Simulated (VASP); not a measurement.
# KBr (Pm-3m) in VASP: G0W0 quasiparticle levels with r2SCAN

Aim: the G0W0 quasiparticle levels of KBr with r2SCAN.

All numbers are computed with VASP 6.6.1; they aren't measurements. Logs are shortened: lines on timing, memory, paths and dates and some standing lists are left out, and cuts for length are marked.

## (1) The cell of the first run

Symmetry: Pm-3m, No. 221, cubic system. The conventional cell has a = 3.976 Å, b = 3.976 Å, c = 3.976 Å, α = 90.00°, β = 90.00°, γ = 90.00°. K (site symmetry m-3m) has 8 Br at 3.44 Å and 6 K at 3.98 Å within 4.5 Å. Within 4.5 Å of Br (site symmetry m-3m) lie 8 K at 3.44 Å and 6 Br at 3.98 Å.

## (2) G0W0 quasiparticle levels, r2SCAN

The input, POSCAR:

```
KBr
1.0
    3.9763218101      0.0000000000      0.0000000000
    0.0000000000      3.9763218101      0.0000000000
    0.0000000000      0.0000000000      3.9763218101
K Br
1 1
Direct
    0.0000000000      0.0000000000      0.0000000000
    0.5000000000      0.5000000000      0.5000000000
```

The input, INCAR.step1:

```
  PREC = Accurate
  ENCUT = 500
  EDIFF = 1E-8
  ISMEAR = 0
  SIGMA = 0.01
  LREAL = F
  LASPH = T
  NELM = 100
  ALGO = Normal
  LWAVE = T
  LCHARG = F
  METAGGA = R2SCAN
  LMIXTAU = T
```

The input, INCAR.step2:

```
  PREC = Accurate
  ENCUT = 500
  EDIFF = 1E-8
  ISMEAR = 0
  SIGMA = 0.01
  LREAL = F
  LASPH = T
  NELM = 1
  ALGO = Exact
  LWAVE = T
  LCHARG = F
  METAGGA = R2SCAN
  LMIXTAU = T
  NBANDS = 110
  LOPTICS = T
  ISTART = 1
```

The input, INCAR.step3:

```
  PREC = Accurate
  ENCUT = 500
  EDIFF = 1E-8
  ISMEAR = 0
  SIGMA = 0.01
  LREAL = F
  LASPH = T
  ALGO = EVGW0
  LWAVE = F
  LCHARG = F
  METAGGA = R2SCAN
  LMIXTAU = T
  NELMGW = 1
  NBANDS = 110
  ENCUTGW = 80.0
  NOMEGA = 96
  PRECFOCK = Fast
  ISTART = 1
  NBANDSGW = 16
  OMEGAMAX = 20
```

The input, KPOINTS:

```
Automatic mesh
0
Gamma
  6 6 6
```

Potentials or basis: VASP PAW PBE potentials, release 64 (K_sv_GW, Br_GW).

Command:

```sh
$ cat potpaw_PBE.64/K_sv_GW/POTCAR potpaw_PBE.64/Br_GW/POTCAR > POTCAR
$ cp INCAR.step1 INCAR
$ mpirun -np 1 vasp_std > vasp.out
$ cp INCAR.step2 INCAR
$ mpirun -np 1 vasp_std > vasp.out
$ cp INCAR.step3 INCAR
$ mpirun -np 1 vasp_std > vasp.out
```

OUTCAR:

```text
PREC = Accurate
   ENCUT = 500
   EDIFF = 1E-8
   ISMEAR = 0
   LREAL = F
   LASPH = T
   METAGGA = R2SCAN
   NELMGW = 1
   ENCUTGW = 80.0
   PRECFOCK = Fast
   ISTART = 1

 ion  position               nearest neighbor table
   1  0.000  0.000  0.000-
   2  0.500  0.500  0.500-

  LATTYP: Found a simple cubic cell.
 ALAT       =     3.9763218101

  Lattice vectors:

 A1 = (   3.9763218101,   0.0000000000,   0.0000000000)
 A2 = (   0.0000000000,   3.9763218101,   0.0000000000)
 A3 = (   0.0000000000,   0.0000000000,   3.9763218101)

Analysis of symmetry for initial positions (statically):
=====================================================================
 Subroutine PRICEL returns:
 Original cell was already a primitive cell.

 Routine SETGRP: Setting up the symmetry group for a
 simple cubic supercell.

 Subroutine GETGRP returns: Found 48 space group operations
 (whereof 48 operations were pure point group operations)
 out of a pool of 48 trial point group operations.

The static configuration has the point symmetry O_h .

Analysis of symmetry for dynamics (positions and initial velocities):
=====================================================================
 Subroutine PRICEL returns:
 Original cell was already a primitive cell.

 Routine SETGRP: Setting up the symmetry group for a
 simple cubic supercell.

 Subroutine GETGRP returns: Found 48 space group operations
 (whereof 48 operations were pure point group operations)
 out of a pool of 48 trial point group operations.

The dynamic configuration has the point symmetry O_h .

 Subroutine INISYM returns: Found 48 space group operations
 (whereof 48 operations are pure point group operations),
 and found     1 'primitive' translations

----------------------------------------------------------------------------------------

                                     Primitive cell

  volume of cell :      62.8702

  direct lattice vectors                    reciprocal lattice vectors
[... 45 lines left out ...]
  0.166667  0.000000  0.000000      6.000000
  0.333333  0.000000  0.000000      6.000000
  0.500000  0.000000  0.000000      3.000000
  0.166667  0.166667  0.000000     12.000000
  0.333333  0.166667  0.000000     24.000000
[... 12 lines left out ...]
  0.500000  0.500000  0.333333      6.000000
  0.500000  0.500000  0.500000      1.000000
   k-points           NKPTS =     20   k-points in BZ     NKDIM =    216   number of bands    NBANDS=    110
   number of dos      NEDOS =    301   number of ions     NIONS =      2
   total plane-waves  NPLWV =  27000
   dimension x,y,z NGX =    30 NGY =   30 NGZ =   30
   dimension x,y,z NGXF=    60 NGYF=   60 NGZF=   60
   ions per type =               1   1
   NGX,Y,Z   is equivalent  to a cutoff of  12.54, 12.54, 12.54 a.u.
   NGXF,Y,Z  is equivalent  to a cutoff of  25.09, 25.09, 25.09 a.u.
 SYSTEM =  unknown system
   PREC   = accura    normal or accurate (medium, high low for compatibility)
   ISTART =      1    job   : 0-new  1-cont  2-samecut
   ICHARG =      0    charge: 1-file 2-atom 10-const
   ISPIN  =      1    spin polarized calculation?
   LNONCOLLINEAR =      F non collinear calculations
   LSORBIT =      F    spin-orbit coupling
   LASPH  =      T    aspherical Exc in radial PAW
   ENCUT  =  500.0 eV  36.75 Ry    6.06 a.u.   7.25  7.25  7.25*2*pi/ulx,y,z
   NELM   =     60;   NELMIN=  2; NELMDL=  0     # of ELM steps
   EDIFF  = 0.1E-07   stopping-criterion for ELM
   LREAL  =      F    real-space projection
   EDIFFG = 0.1E-06   stopping-criterion for IOM
   NSW    =      0    number of steps for IOM
   IBRION =     -1    ionic relax: 0-MD 1-quasi-New 2-CG
   NFREE  =      0    steps in history (QN), initial steepest desc. (CG)
   ISIF   =      0    stress and relaxation
   ISYM   =      3    0-nonsym 1-usesym 2-fastsym
   POTIM  = 0.5000    time-step for ionic-motion
   TEBEG  =    0.0;   TEEND  =   0.0 temperature during run
   PSTRESS=    0.0 pullay stress
   NELECT =      16.0000    total number of electrons
   NUPDOWN=      -1.0000    fix difference up-down
   EMIN   =  10.00;   EMAX   =-10.00  energy-range for DOS
   EFERMI =   0.00;   METHOD = LEGACY
   ISMEAR =     0;   SIGMA  =   0.01  broadening in eV -4-tet -1-fermi 0-gaus
   EFERMI_NEDOS =   21; number of points for ismear=-14 and -15
   IALGO  =     38    algorithm
   IMIX   =      4    mixing-type and parameters
     AMIX     =   0.40;   BMIX     =  1.00
     AMIX_MAG =   1.60;   BMIX_MAG =  1.00
  volume/ion in A,a.u.               =      31.44       212.13
  Fermi-wavevector in a.u.,A,eV,Ry     =   1.037449  1.960494 14.643948  1.076300
  Thomas-Fermi vector in A             =   2.171887
   LORBIT       =      0    0 simple, 1 ext, 2 COOP (PROOUT), +10 PAW based schemes
   METAGGA = R2SCAN    functional components
   LHFCALC =     T    Hartree Fock is set to
   PRECFOCK=fast      Normal, Fast or Accurate (Low or Medium for compatibility)
   ENCUT4O =  -1.0   cutoff for four orbital integrals eV
   NKREDX  =     1    reduce k-point grid by
   NKREDY  =     1    reduce k-point grid by
   NKREDZ  =     1    reduce k-point grid by
   AEXX    =    1.0000 exact exchange contribution
   HFSCREEN=    0.0000 screening length (either q_TF or 0.3 A-1)
   HFSCREENC=   0.0000 screening length for correlation (either q_TF or 0.3 A-1)
   ENCUTFOCK=  -1.0 apply spherical cutoff to Coloumb kernel
   IVDW    =     0    specifies the selected vdW correction
   LEPSILON=     F    determine dielectric tensor
   LRPA    =     F    only Hartree local field effects (RPA)
   LRPAFORCE           =     F    calculate RPA forces
   ENCUTGW             =  80.0    cutoff for response function in eV
   ENCUTGWSOFT         =  64.0    soft cutoff for Coulomb kernel in GW response function in eV
   ENCUTLF             =  -1.0    cutoff for local field effects
   NELMGW              =     1    number of iterations in solving QP/BSE equation
   NELMHF              =     1    number of iterations in the inner HF iteration
   NKREDLFX            =     1    NKREDLFY  =   1   NKREDLFZ  =   1
 non-spin polarized calculation
 Gauss-broadening in eV      SIGMA  =   0.01
  energy-cutoff  :      500.00
  volume of cell :       62.87
 maximum number of plane-waves:      1628
 NGX is ok and might be reduce to    30
  NGX = 16; NGY = 16; NGZ = 16
   NGX = 15   NGY = 15   NGZ = 15
 maximum number of plane-waves:       110
 NGX is ok and might be reduce to    14

 QP shifts <psi_nk| G(iteration)W_0 |psi_nk>: iteration 1
 for sc-GW calculations column KS-energies equals QP-energies in previous step
 and V_xc(KS)=  KS-energies - (<T + V_ion + V_H > + <T+V_H+V_ion>^1  + <V_x>^1)

 k-point   1 :       0.0000    0.0000    0.0000
  band No.  KS-energies  QP-energies   sigma(KS)   V_xc(KS)     V^pw_x(r,r')   Z            occupation Imag(sigma)

      1     -29.2901     -30.5517     -21.8847     -19.8803     -30.7073       0.6294       2.0000       0.3469
      2     -12.9144     -13.4782     -15.5119     -14.7418     -22.0861       0.7321       2.0000       1.2395
      3     -11.9359     -14.4246     -21.5115     -18.4783     -24.7048       0.8205       2.0000       0.0655
      4     -11.9359     -14.4246     -21.5115     -18.4783     -24.7048       0.8205       2.0000       0.0655
      5     -11.9359     -14.4246     -21.5115     -18.4783     -24.7048       0.8205       2.0000       0.0655
      6       0.1325      -1.1161     -14.6969     -13.1640     -16.5351       0.8146       2.0000       0.0377
[... 375 lines left out ...]
      2     -12.4710     -13.0092     -15.8939     -15.1281     -22.2776       0.7028       2.0000       1.0825
      3     -12.0601     -14.5580     -21.3268     -18.2738     -24.5140       0.8182       2.0000       0.0611
      4     -12.0601     -14.5580     -21.3268     -18.2738     -24.5140       0.8182       2.0000       0.0611
      5     -12.0601     -14.5580     -21.3268     -18.2738     -24.5140       0.8182       2.0000       0.0611
      6      -1.1484      -2.5915     -13.8375     -12.0415     -15.8383       0.8035       2.0000       0.0491
[... 8 lines left out ...]
     15      12.3960      15.4706      -9.8520     -13.5457      -6.3152       0.8324       0.0000      -0.0717
     16      12.3960      15.4706      -9.8520     -13.5457      -6.3152       0.8324       0.0000      -0.0717
```

OUTCAR.step1:

```text
PREC = Accurate
   ENCUT = 500
   EDIFF = 1E-8
   ISMEAR = 0
   LREAL = F
   LASPH = T
[... 513 lines left out ...]
 -----------------------------------------------------------------------------------
      0.00000      0.00000      0.00000         0.000000      0.000000      0.000000
      1.98816      1.98816      1.98816         0.000000      0.000000      0.000000
 -----------------------------------------------------------------------------------
    total drift:                                0.000000      0.000000     -0.000000

  FREE ENERGIE OF THE ION-ELECTRON SYSTEM (eV)
  ---------------------------------------------------
  free  energy   TOTEN  =       -25.5978358718 eV

  energy  without entropy=      -25.5978358718  energy(sigma->0) =      -25.59783587
```

Wall time 7.9 min (1 thread of Intel Xeon 6975P-C (Granite Rapids), shared host); peak memory 1.3 GiB.

What came out:

```yaml
Quasiparticle_gap: 6.48 eV
Least_direct_quasiparticle_gap: 6.80 eV
Band_gap_of_the_starting_levels_on_the_mesh: 4.77 eV
Least_direct_gap_of_the_starting_levels_on_the_mesh: 5.05 eV
```

Caveat: bands, screening cutoff and mesh are small and nothing is extrapolated, so the quasiparticle values aren't converged; the structure was generated, so it needn't be the stable form of KBr.
